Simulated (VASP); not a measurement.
# Sn in VASP: a series of runs, part 2 of 2

VASP 6.6.1. The steps go on from the part before.

## 6. Single point, PBEsol (strain +0.080 along x and y, +0.080 along z)

INCAR

```
SYSTEM = Sn
ALGO = Normal
EDIFF = 1E-6
ENCUT = 520
GGA = PS
ISIF = 2
ISMEAR = 0
LASPH = .True.
LCHARG = .True.
LELF = .True.
LREAL = .False.
LVHAR = .True.
LWAVE = .False.
NBANDS = 21
NELM = 80
PREC = Accurate
SIGMA = 0.15
```

KPOINTS

```
k-points
0
Gamma
  12 12 12
  0 0 0
```

POSCAR

```
Sn
1.0
    0.0000000000      3.5052480000      3.5052480000
    3.5052480000      0.0000000000      3.5052480000
    3.5052480000      3.5052480000      0.0000000000
Sn
2
Direct
    0.5000000000      0.5000000000      0.5000000000
    0.7500000000      0.7500000000      0.7500000000
```

Potentials or basis: VASP PAW PBE potentials, release 64 (Sn_d).

Launch:

```sh
$ cat potpaw_PBE.64/Sn_d/POTCAR > POTCAR
$ mpirun -np 1 vasp_std > vasp.out
```

OUTCAR:

```text
SYSTEM = Sn
   EDIFF = 1E-6
   ENCUT = 520
   GGA = PS
   ISIF = 2
   ISMEAR = 0
   LASPH = .True.
   LREAL = .False.
   NELM = 80
   PREC = Accurate

 ion  position               nearest neighbor table
   1  0.500  0.500  0.500-   2 3.04   2 3.04   2 3.04   2 3.04
   2  0.750  0.750  0.750-   1 3.04   1 3.04   1 3.04   1 3.04

  LATTYP: Found a face centered cubic cell.
 ALAT       =     7.0104960000

  Lattice vectors:

 A1 = (   0.0000000000,   3.5052480000,   3.5052480000)
 A2 = (   3.5052480000,   0.0000000000,   3.5052480000)
 A3 = (   3.5052480000,   3.5052480000,   0.0000000000)

Analysis of symmetry for initial positions (statically):
=====================================================================
 Subroutine PRICEL returns:
 Original cell was already a primitive cell.

 Routine SETGRP: Setting up the symmetry group for a
 face centered cubic supercell.

 Subroutine GETGRP returns: Found 48 space group operations
 (whereof 24 operations were pure point group operations)
 out of a pool of 48 trial point group operations.

The static configuration has the point symmetry T_d .
 The point group associated with its full space group is O_h .

Analysis of symmetry for dynamics (positions and initial velocities):
=====================================================================
 Subroutine PRICEL returns:
 Original cell was already a primitive cell.

 Routine SETGRP: Setting up the symmetry group for a
 face centered cubic supercell.

 Subroutine GETGRP returns: Found 48 space group operations
 (whereof 24 operations were pure point group operations)
 out of a pool of 48 trial point group operations.

The dynamic configuration has the point symmetry T_d .
 The point group associated with its full space group is O_h .

 Subroutine INISYM returns: Found 48 space group operations
 (whereof 24 operations are pure point group operations),
 and found     1 'primitive' translations

----------------------------------------------------------------------------------------

                                     Primitive cell

  volume of cell :      86.1363

  direct lattice vectors                    reciprocal lattice vectors
     0.000000000  3.505248000  3.505248000    -0.142643259  0.142643259  0.142643259
     3.505248000  0.000000000  3.505248000     0.142643259 -0.142643259  0.142643259
     3.505248000  3.505248000  0.000000000     0.142643259  0.142643259 -0.142643259

  length of vectors
     4.957169261  4.957169261  4.957169261     0.247065373  0.247065373  0.247065373

  position of ions in fractional coordinates (direct lattice)
     0.500000000  0.500000000  0.500000000
     0.750000000  0.750000000  0.750000000

  ion indices of the primitive-cell ions
   primitive index   ion index
                 1           1
                 2           2

----------------------------------------------------------------------------------------

 KPOINTS: k-points

Automatic generation of k-mesh.
 Grid dimensions read from file:
 generate k-points for:   12   12   12

 Generating k-lattice:

  Cartesian coordinates                     Fractional coordinates (reciprocal lattice)
    -0.011886938  0.011886938  0.011886938     0.083333333  0.000000000  0.000000000
     0.011886938 -0.011886938  0.011886938     0.000000000  0.083333333  0.000000000
     0.011886938  0.011886938 -0.011886938     0.000000000  0.000000000  0.083333333

  Length of vectors
     0.020588781  0.020588781  0.020588781

  Shift w.r.t. Gamma in fractional coordinates (k-lattice)
     0.000000000  0.000000000  0.000000000

 Subroutine IBZKPT returns following result:
 ===========================================

 Found     72 irreducible k-points:

 Following reciprocal coordinates:
            Coordinates               Weight
  0.000000  0.000000  0.000000      1.000000
  0.083333  0.000000  0.000000      8.000000
  0.166667  0.000000  0.000000      8.000000
  0.250000  0.000000  0.000000      8.000000
  0.333333  0.000000  0.000000      8.000000
  0.416667  0.000000  0.000000      8.000000
[... 16 lines left out ...]
  0.500000  0.166667  0.000000     24.000000
 -0.416667  0.166667  0.000000     24.000000
 [... further k-points ...]
   k-points           NKPTS =     72   k-points in BZ     NKDIM =     72   number of bands    NBANDS=     21
   number of dos      NEDOS =    301   number of ions     NIONS =      2
   total plane-waves  NPLWV =  64000
   dimension x,y,z NGX =    40 NGY =   40 NGZ =   40
   dimension x,y,z NGXF=    80 NGYF=   80 NGZF=   80
   ions per type =               2
   NGX,Y,Z   is equivalent  to a cutoff of  13.41, 13.41, 13.41 a.u.
   NGXF,Y,Z  is equivalent  to a cutoff of  26.83, 26.83, 26.83 a.u.
 SYSTEM =  Sn
   PREC   = accura    normal or accurate (medium, high low for compatibility)
   ISTART =      0    job   : 0-new  1-cont  2-samecut
   ICHARG =      2    charge: 1-file 2-atom 10-const
   ISPIN  =      1    spin polarized calculation?
   LNONCOLLINEAR =      F non collinear calculations
   LSORBIT =      F    spin-orbit coupling
   LASPH  =      T    aspherical Exc in radial PAW
   ENCUT  =  520.0 eV  38.22 Ry    6.18 a.u.   9.22  9.22  9.22*2*pi/ulx,y,z
   NELM   =     80;   NELMIN=  2; NELMDL= -5     # of ELM steps
   EDIFF  = 0.1E-05   stopping-criterion for ELM
   LREAL  =      F    real-space projection
   EDIFFG = 0.1E-04   stopping-criterion for IOM
   NSW    =      0    number of steps for IOM
   IBRION =     -1    ionic relax: 0-MD 1-quasi-New 2-CG
   NFREE  =      0    steps in history (QN), initial steepest desc. (CG)
   ISIF   =      2    stress and relaxation
   ISYM   =      2    0-nonsym 1-usesym 2-fastsym
   POTIM  = 0.5000    time-step for ionic-motion
   TEBEG  =    0.0;   TEEND  =   0.0 temperature during run
   PSTRESS=    0.0 pullay stress
   NELECT =      28.0000    total number of electrons
   NUPDOWN=      -1.0000    fix difference up-down
   EMIN   =  10.00;   EMAX   =-10.00  energy-range for DOS
   EFERMI =   0.00;   METHOD = LEGACY
   ISMEAR =     0;   SIGMA  =   0.15  broadening in eV -4-tet -1-fermi 0-gaus
   EFERMI_NEDOS =   21; number of points for ismear=-14 and -15
   IALGO  =     38    algorithm
   IMIX   =      4    mixing-type and parameters
     AMIX     =   0.40;   BMIX     =  1.00
     AMIX_MAG =   1.60;   BMIX_MAG =  1.00
  volume/ion in A,a.u.               =      43.07       290.64
  Fermi-wavevector in a.u.,A,eV,Ry     =   1.125638  2.127147 17.239411  1.267061
  Thomas-Fermi vector in A             =   2.262316
   LORBIT       =      0    0 simple, 1 ext, 2 COOP (PROOUT), +10 PAW based schemes
   GGA     = PS    functional components
   LHFCALC =     F    Hartree Fock is set to
   AEXX    =    0.0000 exact exchange contribution
   IVDW    =     0    specifies the selected vdW correction
   LEPSILON=     F    determine dielectric tensor
   LRPA    =     F    only Hartree local field effects (RPA)
 non-spin polarized calculation
 Gauss-broadening in eV      SIGMA  =   0.15
  energy-cutoff  :      520.00
  volume of cell :       86.14
 maximum number of plane-waves:      2336
 NGX is ok and might be reduce to    40
   NGX = 19   NGY = 19   NGZ = 19

 number of electron      27.9999998 magnetization

 Free energy of the ion-electron system (eV)
  ---------------------------------------------------
  ext. energy  EPLUGINS =         0.00000000
  ---------------------------------------------------
  free energy    TOTEN  =        -8.14254695 eV

  energy without entropy =       -8.13946905  energy(sigma->0) =       -8.14100800

 E-fermi :   3.2811     XC(G=0):  -8.0953

 val. band max:        3.2675556248   @ k =   0.2500   0.0000   0.0000
 cond. band min:       3.3175790622   @ k =  -0.0833   0.0833   0.0000
 fundamental gap:      0.0500234374
 Fermi energy:         3.2811267165

 k-point     1 :       0.0000    0.0000    0.0000
  band No.  band energies     occupation
      1     -17.9598      2.00000
      2     -17.9598      2.00000
      3     -17.9598      2.00000
      4     -17.9258      2.00000
      5     -17.9258      2.00000
      6     -17.7671      2.00000
[... 13 lines left out ...]
     20      10.7686      0.00000
     21      10.7686      0.00000
[... 529 lines left out ...]
 k-point    24 :      -0.4167    0.1667    0.0000
  band No.  band energies     occupation
      1     -17.9911      2.00000
      2     -17.9833      2.00000
      3     -17.9254      2.00000
      4     -17.8858      2.00000
      5     -17.8814      2.00000
      6     -17.8141      2.00000
[... 13 lines left out ...]
     20      10.6209      0.00000
     21      10.7347      0.00000

 [... further k-points ...]

------------------------ aborting loop because EDIFF is reached ----------------------------------------

  FORCE on cell =-STRESS in cart. coord.  units (eV):
  Direction    XX          YY          ZZ          XY          YZ          ZX
  --------------------------------------------------------------------------------------
  -------------------------------------------------------------------------------------
  Total       -2.8353384     -2.8353384     -2.8353384      0.0000000      0.0000000      0.0000000
  in kB      -52.7386771    -52.7386771    -52.7386771      0.0000000      0.0000000      0.0000000
  external PRESSURE =     -52.7386771 kB  Pullay stress =       0.0000000 kB

 VOLUME and BASIS-vectors are now :
 -----------------------------------------------------------------------------
  energy-cutoff  :      520.00
  volume of cell :       86.14
      direct lattice vectors                 reciprocal lattice vectors
     0.000000000  3.505248000  3.505248000    -0.142643259  0.142643259  0.142643259
     3.505248000  0.000000000  3.505248000     0.142643259 -0.142643259  0.142643259
     3.505248000  3.505248000  0.000000000     0.142643259  0.142643259 -0.142643259

 POSITION                                       TOTAL-FORCE (eV/Angst)
 -----------------------------------------------------------------------------------
      3.50525      3.50525      3.50525         0.000000     -0.000000     -0.000000
      5.25787      5.25787      5.25787         0.000000      0.000000      0.000000
 -----------------------------------------------------------------------------------
    total drift:                               -0.000000     -0.000000      0.000000

  FREE ENERGIE OF THE ION-ELECTRON SYSTEM (eV)
  ---------------------------------------------------
  free  energy   TOTEN  =        -8.1425469481 eV

  energy  without entropy=       -8.1394690478  energy(sigma->0) =       -8.14100800
```

It took 3.3 min on 1 thread of Intel Xeon 8259CL, shared host; peak memory 0.29 GiB.

What came out:

```yaml
Free_energy: -8.1425 eV
Pressure: -5.3 GPa
Band_gap_on_the_k_mesh: zero (bands 14 and 15 overlap by 0.50 eV)
```

Levels at points of the mesh, in eV from the Fermi level:
```
           k point  band 10  band 11  band 12  band 13  band 14  band 15  band 16  band 17  band 18  band 19
(0.00, 0.00, 0.00)   -21.04    -9.23    -2.11     0.15     0.15     0.15     2.13     2.13     2.13     4.70
(0.50, 0.00, 0.00)   -21.02    -8.02    -5.63    -0.75    -0.75    -0.35     3.11     3.11     5.59     6.94
(0.50, 0.50, 0.00)   -21.00    -6.83    -6.83    -1.75    -1.75     0.99     0.99     6.35     6.35     7.75
```

Caveat: the cell differs from its parent crystal (strain +0.080 along x and y, +0.080 along z); the cell stands under tension; the PAW data sets were made with another functional, which shifts forces and pressure a little; spin-orbit coupling is left out, which moves the levels of the heavy elements.

## 7. The runs side by side

```tsv
cell	gap on the mesh (eV)	pressure (GPa)
a = 4.223 Å, angles 60.0°, 2 atoms	-	21.8
a = 4.406 Å, angles 60.0°, 2 atoms	-	8.4
a = 4.774 Å, angles 60.0°, 2 atoms	none	-3.2
a = 4.316, b = 4.316, c = 4.223 Å, angles 60.7, 60.7, 58.6°, 2 atoms	none	16.5
a = 4.957 Å, angles 60.0°, 2 atoms	none	-5.3
```

Alike in all rows: task single point; level PBEsol; potentials or basis VASP PAW PBE potentials, release 64 (Sn_d); no spin polarisation; k mesh 12 × 12 × 12; cutoff (eV) 520; smearing gaussian 0.15 eV.

Caveats: the PAW data sets were made with another functional, which shifts forces and pressure a little; spin-orbit coupling is left out, which moves the levels of the heavy elements; the cell stands under pressure (at least some runs); the cell stands under tension (at least some runs).

Total energies depend on the potentials used, so only differences within one code and one set of settings carry meaning.

The gap in the log of VASP goes by the Fermi energy; the results here count the filled bands.